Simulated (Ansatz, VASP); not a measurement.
# WS2 in VASP and in Ansatz

File INCAR:

```
  ALGO = Normal
  EDIFF = 1E-6
  ENCUT = 520
  GGA = PS
  ISIF = 2
  ISMEAR = 0
  IVDW = 12
  LASPH = True
  LCHARG = False
  LREAL = False
  LWAVE = False
  NBANDS = 20
  NELM = 80
  PREC = Accurate
  SIGMA = 0.05
```

The input KPOINTS:

```
k-points
0
Gamma
  12 12 2
```

File POSCAR:

```
WS2
1.0
    3.1239380587      0.0000000000      0.0000000000
   -1.5619690294      2.7054097187      0.0000000000
    0.0000000000      0.0000000000     16.9375357456
W S
1 2
Direct
    0.3333333333      0.6666666667      0.0012108228
    0.6520697063      0.3333333333      0.9036795921
    0.6812636270      0.3333333333      0.0893772491
```

Input for Ansatz:

```yaml
crystal:
  lattice:
    - [3.1239380587, 0.0, 0.0]
    - [-1.5619690294, 2.7054097187, 0.0]
    - [0.0, 0.0, 16.9375357456]
  atoms:
    - { symbol: W, position: [0.3333333333, 0.6666666667, 0.0012108228] }
    - { symbol: S, position: [0.6520697063, 0.3333333333, 0.9036795921] }
    - { symbol: S, position: [0.681263627, 0.3333333333, 0.0893772491] }
basis:
  ecutwfc: 420
kpoints:
  mp_grid: { grid: [12, 12, 2] }
hamiltonian:
  xc: pbesol
  pseudopotentials: { kind: paw, azcp: { folder: soft_1 } }
  dispersion: d3bj
scf:
  occupations: { method: gaussian, width: 0.05 }
output:
  forces: true
  stress: true
  eigenvalues: true
```

Change from the starting cell: mode 4 frozen in at -0.046 Å and mode 9 at -0.059 Å (largest displacements).

Alike in both runs: task single point; functional PBEsol; dispersion D3(BJ); k mesh 12 × 12 × 2; occupations gaussian, width 0.05 eV; no spin polarisation.

|  | VASP | Ansatz |
| --- | --- | --- |
| version | VASP 6.6.1 | Ansatz 0.2.0 |
| potentials or method | VASP PAW PBE potentials, release 64 (W_sv, S), cutoff 520 eV | scalar-relativistic, plane waves, PAW |
| valence electrons in the cell | 26 | 26 |

VASP gave:

```
gap on the k mesh at the Fermi level (eV) : 1.94
least direct gap on the mesh (eV)         : 2.03
rms of the force components (eV/Å)        : 1.137
```

Task: What did Ansatz give for the same quantities?

Result: gap on the k mesh at the Fermi level (eV): 1.94; least direct gap on the mesh (eV): 2.03; rms of the force components (eV/Å): 1.135.

VASP's potentials were made for PBE, not for PBEsol, and Ansatz warns of the same on its side. Atom by atom the forces differ by 0.010 eV/Å (rms over components).

Neither program's run includes spin-orbit coupling.
